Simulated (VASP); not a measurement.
# Mo (P6/mmm) in VASP: a series of runs

Mo is run at these levels: r2SCAN; tasks: single point, relaxation of cell and atoms.

All numbers are computed with VASP 6.6.1; they aren't measurements. Logs are shortened: lines on timing, memory, paths and dates and some standing lists are left out, and cuts for length are marked.

## Step 1: The cell of the first run

It takes space group P6/mmm (No. 191, hexagonal). Conventional cell: a = 4.834 Å, b = 4.834 Å, c = 2.646 Å, α = 90.00°, β = 90.00°, γ = 120.00°. Mo (site symmetry 6/mmm) has 14 Mo at 2.65 to 3.09 Å within 3.5 Å. Within 3.5 Å of Mo (site symmetry -6m2) lie 11 Mo at 2.65 to 3.09 Å.

This isn't the form of Mo at room conditions, which is bcc.

## Step 2: Single point, r2SCAN (17.85 Å³/atom)

The input, POSCAR:

```
Mo
1.0
    4.8343225520      0.0000000000      0.0000000000
   -2.4171612760      4.1866461401      0.0000000000
    0.0000000000      0.0000000000      2.6456398975
Mo
3
Direct
    0.0000000000      1.0000000000      1.0000000000
    0.3333333333      0.6666666667      0.5000000000
    0.6666666667      0.3333333333      0.5000000000
```

The input, INCAR.step1:

```
PREC = Accurate
ENCUT = 520
ISMEAR = -1
SIGMA = 0.1
LREAL = False
LASPH = True
NELM = 80
NBANDS = 28
GGA = PE
ALGO = Normal
EDIFF = 1E-4
LWAVE = True
LCHARG = False
```

The input, INCAR.step2:

```
PREC = Accurate
ENCUT = 520
EDIFF = 1E-6
ISMEAR = -1
SIGMA = 0.1
LREAL = False
LASPH = True
NELM = 80
ALGO = Normal
ISIF = 2
LWAVE = False
LCHARG = True
METAGGA = R2SCAN
LMIXTAU = True
LELF = True
LVHAR = True
NBANDS = 28
ISTART = 1
```

The input, KPOINTS:

```
Automatic mesh
0
Gamma
  9 9 14
```

Potentials or basis: VASP PAW PBE potentials, release 64 (Mo_sv).

Run with:

```bash
cat potpaw_PBE.64/Mo_sv/POTCAR > POTCAR
cp INCAR.step1 INCAR
mpirun -np 1 vasp_std > vasp.out
cp INCAR.step2 INCAR
mpirun -np 1 vasp_std > vasp.out
```

OUTCAR:

```text
PREC = Accurate
   ENCUT = 520
   EDIFF = 1E-6
   ISMEAR = -1
   LREAL = False
   LASPH = True
   NELM = 80
   ISIF = 2
   METAGGA = R2SCAN
   ISTART = 1

 ion  position               nearest neighbor table
   1  0.000  0.000  0.000-   2 3.09   3 3.09   2 3.09   3 3.09   2 3.09   2 3.09   3 3.09   3 3.09
                             3 3.09   3 3.09   2 3.09   2 3.09
   2  0.333  0.667  0.500-   3 2.79   3 2.79   3 2.79   1 3.09   1 3.09   1 3.09   1 3.09   1 3.09
                             1 3.09
   3  0.667  0.333  0.500-   2 2.79   2 2.79   2 2.79   1 3.09   1 3.09   1 3.09   1 3.09   1 3.09
                             1 3.09

  LATTYP: Found a hexagonal cell.
 ALAT       =     4.8343225520
 C/A-ratio  =     0.5472617661

  Lattice vectors:

 A1 = (   4.8343225520,   0.0000000000,   0.0000000000)
 A2 = (  -2.4171612760,   4.1866461401,   0.0000000000)
 A3 = (   0.0000000000,   0.0000000000,   2.6456398975)

Analysis of symmetry for initial positions (statically):
=====================================================================
 Subroutine PRICEL returns:
 Original cell was already a primitive cell.

 Routine SETGRP: Setting up the symmetry group for a
 hexagonal supercell.

 Subroutine GETGRP returns: Found 24 space group operations
 (whereof 24 operations were pure point group operations)
 out of a pool of 24 trial point group operations.

The static configuration has the point symmetry D_6h.

Analysis of symmetry for dynamics (positions and initial velocities):
=====================================================================
 Subroutine PRICEL returns:
 Original cell was already a primitive cell.

 Routine SETGRP: Setting up the symmetry group for a
 hexagonal supercell.

 Subroutine GETGRP returns: Found 24 space group operations
 (whereof 24 operations were pure point group operations)
 out of a pool of 24 trial point group operations.

The dynamic configuration has the point symmetry D_6h.

 Subroutine INISYM returns: Found 24 space group operations
 (whereof 24 operations are pure point group operations),
 and found     1 'primitive' translations

----------------------------------------------------------------------------------------

                                     Primitive cell

  volume of cell :      53.5467

  direct lattice vectors                    reciprocal lattice vectors
     4.834322552  0.000000000  0.000000000     0.206854216  0.119427337  0.000000000
    -2.417161276  4.186646140  0.000000000     0.000000000  0.238854674  0.000000000
     0.000000000  0.000000000  2.645639898     0.000000000  0.000000000  0.377980390

  length of vectors
     4.834322552  4.834322552  2.645639898     0.238854674  0.238854674  0.377980390

  position of ions in fractional coordinates (direct lattice)
     0.000000000  0.000000000  0.000000000
     0.333333333  0.666666667  0.500000000
     0.666666667  0.333333333  0.500000000

  ion indices of the primitive-cell ions
   primitive index   ion index
                 1           1
                 2           2
                 3           3

----------------------------------------------------------------------------------------

 KPOINTS: Automatic mesh

Automatic generation of k-mesh.
 Grid dimensions read from file:
 generate k-points for:    9    9   14

 Generating k-lattice:

  Cartesian coordinates                     Fractional coordinates (reciprocal lattice)
     0.022983802  0.013269704  0.000000000     0.111111111  0.000000000  0.000000000
     0.000000000  0.026539408  0.000000000     0.000000000  0.111111111  0.000000000
     0.000000000  0.000000000  0.026998599     0.000000000  0.000000000  0.071428571

  Length of vectors
     0.026539408  0.026539408  0.026998599

  Shift w.r.t. Gamma in fractional coordinates (k-lattice)
     0.000000000  0.000000000  0.000000000

 Subroutine IBZKPT returns following result:
 ===========================================

 Found     96 irreducible k-points:

 Following reciprocal coordinates:
            Coordinates               Weight
  0.000000  0.000000  0.000000      1.000000
  0.111111  0.000000  0.000000      6.000000
  0.222222  0.000000  0.000000      6.000000
  0.333333  0.000000  0.000000      6.000000
  0.444444  0.000000  0.000000      6.000000
  0.111111  0.111111  0.000000      6.000000
[... 16 lines left out ...]
  0.333333  0.222222  0.071429     24.000000
  0.333333  0.333333  0.071429      4.000000
 [... further k-points ...]
   k-points           NKPTS =     96   k-points in BZ     NKDIM =     96   number of bands    NBANDS=     28
   number of dos      NEDOS =    301   number of ions     NIONS =      3
   total plane-waves  NPLWV =  25920
   dimension x,y,z NGX =    36 NGY =   36 NGZ =   20
   dimension x,y,z NGXF=    72 NGYF=   72 NGZF=   40
   ions per type =               3
   NGX,Y,Z   is equivalent  to a cutoff of  12.38, 12.38, 12.57 a.u.
   NGXF,Y,Z  is equivalent  to a cutoff of  24.76, 24.76, 25.14 a.u.
 SYSTEM =  unknown system
   PREC   = accura    normal or accurate (medium, high low for compatibility)
   ISTART =      1    job   : 0-new  1-cont  2-samecut
   ICHARG =      0    charge: 1-file 2-atom 10-const
   ISPIN  =      1    spin polarized calculation?
   LNONCOLLINEAR =      F non collinear calculations
   LSORBIT =      F    spin-orbit coupling
   LASPH  =      T    aspherical Exc in radial PAW
   ENCUT  =  520.0 eV  38.22 Ry    6.18 a.u.   8.99  8.99  4.92*2*pi/ulx,y,z
   NELM   =     80;   NELMIN=  2; NELMDL=  0     # of ELM steps
   EDIFF  = 0.1E-05   stopping-criterion for ELM
   LREAL  =      F    real-space projection
   EDIFFG = 0.1E-04   stopping-criterion for IOM
   NSW    =      0    number of steps for IOM
   IBRION =     -1    ionic relax: 0-MD 1-quasi-New 2-CG
   NFREE  =      0    steps in history (QN), initial steepest desc. (CG)
   ISIF   =      2    stress and relaxation
   ISYM   =      2    0-nonsym 1-usesym 2-fastsym
   POTIM  = 0.5000    time-step for ionic-motion
   TEBEG  =    0.0;   TEEND  =   0.0 temperature during run
   PSTRESS=    0.0 pullay stress
   NELECT =      42.0000    total number of electrons
   NUPDOWN=      -1.0000    fix difference up-down
   EMIN   =  10.00;   EMAX   =-10.00  energy-range for DOS
   EFERMI =   0.00;   METHOD = LEGACY
   ISMEAR =    -1;   SIGMA  =   0.10  broadening in eV -4-tet -1-fermi 0-gaus
   EFERMI_NEDOS =   21; number of points for ismear=-14 and -15
   IALGO  =     38    algorithm
   IMIX   =      4    mixing-type and parameters
     AMIX     =   0.40;   BMIX     =  1.00
     AMIX_MAG =   1.60;   BMIX_MAG =  1.00
  volume/ion in A,a.u.               =      17.85       120.45
  Fermi-wavevector in a.u.,A,eV,Ry     =   1.509780  2.853071 31.013613  2.279436
  Thomas-Fermi vector in A             =   2.620057
   LORBIT       =      0    0 simple, 1 ext, 2 COOP (PROOUT), +10 PAW based schemes
   METAGGA = R2SCAN    functional components
   LHFCALC =     F    Hartree Fock is set to
   AEXX    =    0.0000 exact exchange contribution
   IVDW    =     0    specifies the selected vdW correction
   LEPSILON=     F    determine dielectric tensor
   LRPA    =     F    only Hartree local field effects (RPA)
 non-spin polarized calculation
  energy-cutoff  :      520.00
  volume of cell :       53.55
 maximum number of plane-waves:      1458
 NGX is ok and might be reduce to    36
   NGX = 17   NGY = 17   NGZ =  9

 number of electron      41.9999997 magnetization

 Free energy of the ion-electron system (eV)
  ---------------------------------------------------
  ext. energy  EPLUGINS =         0.00000000
  ---------------------------------------------------
  free energy    TOTEN  =       -76.55515908 eV

  energy without entropy =      -76.42096526  energy(sigma->0) =      -76.48806217

 E-fermi :  10.3762     XC(G=0): -13.7703

 val. band max:       10.3636629839   @ k =   0.3333   0.2222   0.2857
 cond. band min:      10.3773185398   @ k =   0.2222   0.0000   0.5000
 fundamental gap:      0.0136555559
 Fermi energy:        10.3761825633

 k-point     1 :       0.0000    0.0000    0.0000
  band No.  band energies     occupation
      1     -52.6847      2.00000
      2     -52.5012      2.00000
      3     -52.3780      2.00000
      4     -26.0437      2.00000
      5     -26.0437      2.00000
      6     -26.0425      2.00000
[... 20 lines left out ...]
     27      14.2662      0.00000
     28      14.2662      0.00000

 k-point     2 :       0.1111    0.0000    0.0000
  band No.  band energies     occupation
      1     -52.6823      2.00000
      2     -52.4998      2.00000
      3     -52.3819      2.00000
      4     -26.1338      2.00000
      5     -26.1178      2.00000
      6     -25.9470      2.00000
[... 20 lines left out ...]
     27      14.1032      0.00000
     28      14.2395      0.00000

 k-point     3 :       0.2222    0.0000    0.0000
  band No.  band energies     occupation
      1     -52.6763      2.00000
      2     -52.4951      2.00000
      3     -52.3930      2.00000
      4     -26.2106      2.00000
      5     -26.1409      2.00000
      6     -25.8555      2.00000
[... 20 lines left out ...]
     27      13.6812      0.00000
     28      14.1579      0.00000

 k-point     4 :       0.3333    0.0000    0.0000
  band No.  band energies     occupation
      1     -52.6697      2.00000
      2     -52.4865      2.00000
      3     -52.4086      2.00000
      4     -26.2662      2.00000
      5     -26.1051      2.00000
      6     -25.7901      2.00000
[... 20 lines left out ...]
     27      13.3947      0.00000
     28      14.0186      0.00000

 k-point     5 :       0.4444    0.0000    0.0000
  band No.  band energies     occupation
      1     -52.6655      2.00000
      2     -52.4770      2.00000
      3     -52.4226      2.00000
      4     -26.2953      2.00000
      5     -26.0210      2.00000
      6     -25.8734      2.00000
[... 20 lines left out ...]
     27      13.5338      0.00000
     28      13.6184      0.00000

 k-point     6 :       0.1111    0.1111    0.0000
  band No.  band energies     occupation
      1     -52.6781      2.00000
      2     -52.4967      2.00000
      3     -52.3895      2.00000
      4     -26.1727      2.00000
      5     -26.1617      2.00000
      6     -25.8765      2.00000
[... 463 lines left out ...]
      5     -25.9949      2.00000
      6     -25.9442      2.00000
[... 20 lines left out ...]
     27      13.5243      0.00000
     28      13.6745      0.00000

 k-point    22 :       0.2222    0.2222    0.0714
  band No.  band energies     occupation
      1     -52.6585      2.00000
      2     -52.4713      2.00000
      3     -52.4099      2.00000
      4     -26.1865      2.00000
      5     -26.1560      2.00000
      6     -25.8552      2.00000
[... 20 lines left out ...]
     27      13.3693      0.00000
     28      13.7403      0.00000

 k-point    23 :       0.3333    0.2222    0.0714
  band No.  band energies     occupation
      1     -52.6557      2.00000
      2     -52.4585      2.00000
      3     -52.4258      2.00000
      4     -26.1914      2.00000
      5     -26.0813      2.00000
      6     -25.9637      2.00000
[... 20 lines left out ...]
     27      13.4006      0.00000
     28      13.6360      0.00000

 k-point    24 :       0.3333    0.3333    0.0714
  band No.  band energies     occupation
      1     -52.6549      2.00000
      2     -52.4426      2.00000
      3     -52.4426      2.00000
      4     -26.1080      2.00000
      5     -26.0764      2.00000
      6     -26.0764      2.00000
[... 20 lines left out ...]
     27      13.1279      0.00000
     28      13.6712      0.00000

 [... further k-points ...]

------------------------ aborting loop because EDIFF is reached ----------------------------------------

  FORCE on cell =-STRESS in cart. coord.  units (eV):
  Direction    XX          YY          ZZ          XY          YZ          ZX
  --------------------------------------------------------------------------------------
  -------------------------------------------------------------------------------------
  Total       -6.8232699     -6.8232699     -8.0270355      0.0000000      0.0000000      0.0000000
  in kB     -204.1599361   -204.1599361   -240.1779612      0.0000000      0.0000000      0.0000000
  external PRESSURE =    -216.1659445 kB  Pullay stress =       0.0000000 kB

 VOLUME and BASIS-vectors are now :
 -----------------------------------------------------------------------------
  energy-cutoff  :      520.00
  volume of cell :       53.55
      direct lattice vectors                 reciprocal lattice vectors
     4.834322552  0.000000000  0.000000000     0.206854216  0.119427337  0.000000000
    -2.417161276  4.186646140  0.000000000     0.000000000  0.238854674  0.000000000
     0.000000000  0.000000000  2.645639898     0.000000000  0.000000000  0.377980390

 POSITION                                       TOTAL-FORCE (eV/Angst)
 -----------------------------------------------------------------------------------
      0.00000      0.00000      0.00000        -0.000000      0.000000     -0.000000
     -0.00000      2.79110      1.32282        -0.000000      0.000000      0.000000
      2.41716      1.39555      1.32282         0.000000     -0.000000     -0.000000
 -----------------------------------------------------------------------------------
    total drift:                                0.000000      0.000000     -0.000000

  FREE ENERGIE OF THE ION-ELECTRON SYSTEM (eV)
  ---------------------------------------------------
  free  energy   TOTEN  =       -76.5551590808 eV

  energy  without entropy=      -76.4209652554  energy(sigma->0) =      -76.48806217
```

Run time: 5.6 min. Hardware: 1 thread of Intel Xeon 6975P-C (Granite Rapids), shared host; peak memory 0.23 GiB.

What came out:

```yaml
Free_energy: -76.5552 eV
Pressure: -21.6 GPa
Band_gap_on_the_k_mesh: zero (bands 21 and 22 overlap by 1.08 eV)
```

Caveat: the cell stands under tension; the PAW data sets were made with another functional, which shifts forces and pressure a little.

[end of part 1 of 2]
